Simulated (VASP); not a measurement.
# MgBe (P1) in VASP: notebook, part 2 of 2

VASP 6.6.1. Earlier steps stand in the parts before.

## 4. Single point, PBEsol

Contents of INCAR:

```
SYSTEM = MgBe
  PREC = Accurate
  ENCUT = 600
  EDIFF = 1E-6
  ISMEAR = -1
  SIGMA = 0.05
  LREAL = .False.
  LASPH = .True.
  NELM = 120
  ALGO = Normal
  ISIF = 2
  LWAVE = .False.
  LCHARG = .False.
  GGA = PS
  NBANDS = 9
  GGA_COMPAT = .False.
```

Contents of KPOINTS:

```
regular mesh
0
Gamma
  9 9 4
  0 0 0
```

Contents of POSCAR:

```
MgBe
1.0
    2.3995486400      0.0000000000      0.0000000000
   -1.1997743200      2.0780700800      0.0000000000
    0.0000000000      0.0000000000      4.9009135800
Mg Be
1 1
Direct
   -0.0026840000      0.0081470000      0.0450920000
   -0.0093910000     -0.0135330000      0.5920960000
```

Potentials or basis: VASP PAW PBE potentials, release 64 (Mg, Be).

Run with:

```console
> cat potpaw_PBE.64/Mg/POTCAR potpaw_PBE.64/Be/POTCAR > POTCAR
> mpirun -np 1 vasp_std > vasp.out
```

OUTCAR:

```text
SYSTEM = MgBe
   PREC = Accurate
   ENCUT = 600
   EDIFF = 1E-6
   ISMEAR = -1
   LREAL = .False.
   LASPH = .True.
   NELM = 120
   ISIF = 2
   GGA = PS

 ion  position               nearest neighbor table
   1  0.997  0.008  0.045-   2 2.22   2 2.68
   2  0.991  0.986  0.592-   1 2.22   1 2.68

  LATTYP: Found a hexagonal cell.
 ALAT       =     2.3995486400
 C/A-ratio  =     2.0424314383

  Lattice vectors:

 A1 = (   2.3995486400,   0.0000000000,   0.0000000000)
 A2 = (  -1.1997743200,   2.0780700800,   0.0000000000)
 A3 = (   0.0000000000,   0.0000000000,   4.9009135800)

Analysis of symmetry for initial positions (statically):
=====================================================================
 Subroutine PRICEL returns:
 Original cell was already a primitive cell.

 Routine SETGRP: Setting up the symmetry group for a
 hexagonal supercell.

 Subroutine GETGRP returns: Found  1 space group operations
 (whereof  1 operations were pure point group operations)
 out of a pool of 24 trial point group operations.

The static configuration has the point symmetry C_1 .

Analysis of symmetry for dynamics (positions and initial velocities):
=====================================================================
 Subroutine PRICEL returns:
 Original cell was already a primitive cell.

 Routine SETGRP: Setting up the symmetry group for a
 hexagonal supercell.

 Subroutine GETGRP returns: Found  1 space group operations
 (whereof  1 operations were pure point group operations)
 out of a pool of 24 trial point group operations.

The dynamic configuration has the point symmetry C_1 .

 Subroutine INISYM returns: Found  1 space group operations
 (whereof  1 operations are pure point group operations),
 and found     1 'primitive' translations

----------------------------------------------------------------------------------------

                                     Primitive cell

[... 107 lines left out ...]
   IALGO  =     38    algorithm
   IMIX   =      4    mixing-type and parameters
     AMIX     =   0.40;   BMIX     =  1.00
     AMIX_MAG =   1.60;   BMIX_MAG =  1.00
  volume/ion in A,a.u.               =      12.22        82.46
  Fermi-wavevector in a.u.,A,eV,Ry     =   0.895514  1.692277 10.911138  0.801946
  Thomas-Fermi vector in A             =   2.017856
   LORBIT       =      0    0 simple, 1 ext, 2 COOP (PROOUT), +10 PAW based schemes
   GGA     = PS    functional components
   LHFCALC =     F    Hartree Fock is set to
   AEXX    =    0.0000 exact exchange contribution
   IVDW    =     0    specifies the selected vdW correction
   LEPSILON=     F    determine dielectric tensor
   LRPA    =     F    only Hartree local field effects (RPA)
 non-spin polarized calculation
  energy-cutoff  :      600.00
  volume of cell :       24.44
 maximum number of plane-waves:       837
   NGX =  9   NGY =  9   NGZ = 19

 number of electron       4.0000000 magnetization

 Free energy of the ion-electron system (eV)
  ---------------------------------------------------
  ext. energy  EPLUGINS =         0.00000000
  ---------------------------------------------------
  free energy    TOTEN  =        -2.89903654 eV

  energy without entropy =       -2.89330490  energy(sigma->0) =       -2.89617072

 E-fermi :   5.5351     XC(G=0): -10.0004

 val. band max:        5.5346696765   @ k =  -0.2222   0.1111   0.2500
 cond. band min:       5.5352561074   @ k =   0.4444  -0.0000   0.0000
 fundamental gap:      0.0005864309
 Fermi energy:         5.5351285379

 k-point     1 :       0.0000    0.0000    0.0000
  band No.  band energies     occupation
      1      -4.2084      2.00000
      2       1.0140      2.00000
      3       1.9854      2.00000
      4      16.0646      0.00000
      5      18.6759      0.00000
      6      20.6678      0.00000
      7      20.6690      0.00000
      8      24.6423      0.00000
      9      24.6436      0.00000
[... 265 lines left out ...]
 k-point    24 :      -0.1111    0.4444    0.0000
  band No.  band energies     occupation
      1       0.5870      2.00000
      2       6.0038      0.00017
      3       6.0781      0.00004
      4       7.7116      0.00000
      5      12.7531      0.00000
      6      13.0896      0.00000
      7      13.8389      0.00000
      8      19.6242      0.00000
      9      21.0145      0.00000

 [... further k-points ...]
[... 5 lines left out ...]
  --------------------------------------------------------------------------------------
  -------------------------------------------------------------------------------------
  Total        5.8418674      5.8509463      3.1601819     -0.0020188      0.1500244     -0.0330194
  in kB      382.9971029    383.5923200    207.1838374     -0.1323543      9.8357094     -2.1647759
  external PRESSURE =     324.5910867 kB  Pullay stress =       0.0000000 kB

 VOLUME and BASIS-vectors are now :
 -----------------------------------------------------------------------------
  energy-cutoff  :      600.00
  volume of cell :       24.44
      direct lattice vectors                 reciprocal lattice vectors
     2.399548640  0.000000000  0.000000000     0.416745043  0.240607862  0.000000000
    -1.199774320  2.078070080  0.000000000     0.000000000  0.481215725  0.000000000
     0.000000000  0.000000000  4.900913580     0.000000000  0.000000000  0.204043590

 POSITION                                       TOTAL-FORCE (eV/Angst)
 -----------------------------------------------------------------------------------
      2.38333      0.01693      0.22099        -0.023174      0.105283      1.602345
      1.19348      2.04995      2.90181         0.023174     -0.105283     -1.602345
 -----------------------------------------------------------------------------------
    total drift:                               -0.000001      0.000004      0.000008

  FREE ENERGIE OF THE ION-ELECTRON SYSTEM (eV)
  ---------------------------------------------------
  free  energy   TOTEN  =        -2.8990365387 eV

  energy  without entropy=       -2.8933048970  energy(sigma->0) =       -2.89617072
```

stdout:

```text
POSCAR found type information on POSCAR MgBe
 POSCAR found :  2 types and       2 ions
 scaLAPACK will be used
 -----------------------------------------------------------------------------
|                                                                             |
|                                                                             |
|     You enforced a specific xc type in the INCAR file but a different       |
|     I HOPE YOU KNOW WHAT YOU ARE DOING!                                     |
|                                                                             |
 -----------------------------------------------------------------------------

 LDA part: xc-table for (Slater+PW92), standard interpolation
 POSCAR, INCAR and KPOINTS ok, starting setup
 FFT: planning ... GRIDC
 FFT: planning ... GRID_SOFT
 FFT: planning ... GRID
 WAVECAR not read
 entering main loop
```

Run time: 54 s. Hardware: 1 thread of Intel Xeon 8259CL, shared host; peak memory 0.18 GiB.

Results:

| Item | Value |
| --- | --- |
| Free energy | -2.8990 eV |
| Pressure | 32.5 GPa |
| Largest force | 1.606 eV/Å |
| Band gap on the k mesh | zero (bands 2 and 3 overlap by 4.30 eV) |

Forces in eV/Å, atoms in the order of the input:
```
Mg  -0.023  0.105  1.602
Be   0.023 -0.105 -1.602
```

Caveat: the stress differs along the axes, from 21 to 38 GPa; the PAW data sets were made with another functional, which shifts forces and pressure a little.
